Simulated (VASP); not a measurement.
A run of VASP 6.6.1:

INCAR

```
SYSTEM = HfS2
PREC = Accurate ; ENCUT = 500
EDIFF = 1E-6 ; ISMEAR = 0
SIGMA = 0.05 ; LREAL = .FALSE.
LASPH = .TRUE. ; NELM = 120
ALGO = Normal ; ISIF = 2
LWAVE = .FALSE. ; LCHARG = .FALSE.
GGA = PE ; IVDW = 12
NBANDS = 18 ; GGA_COMPAT = .FALSE.
```

KPOINTS

```
regular mesh
0
G
  12 12 6
  0 0 0
```

Contents of POSCAR:

```
HfS2
1.0
    3.6058628441      0.0000000000      0.0000000000
   -1.8029314221      3.1227688256      0.0000000000
    0.0000000000      0.0000000000      5.6549799936
Hf S
1 2
Direct
    0.0000000000      0.0000000000      0.0000000000
    0.6666666667      0.3333333333      0.7476059866
    0.3333333333      0.6666666667      0.2523940134
```

Potentials or basis: VASP PAW PBE potentials, release 64 (Hf_pv, S).

Launch:

```bash
$ cat potpaw_PBE.64/Hf_pv/POTCAR potpaw_PBE.64/S/POTCAR > POTCAR
$ mpirun -np 1 vasp_std > vasp.out
```

Hardware: 1 thread of Intel(R) Xeon(R) 6975P-C (Granite Rapids), with other jobs on the host.

Q: Estimate the wall time of this run.

A: Run time: 41 s on 1 thread of Intel(R) Xeon(R) 6975P-C (Granite Rapids) (shared host), peak memory 0.25 GiB. Counts: scf iterations 14, k points 100.
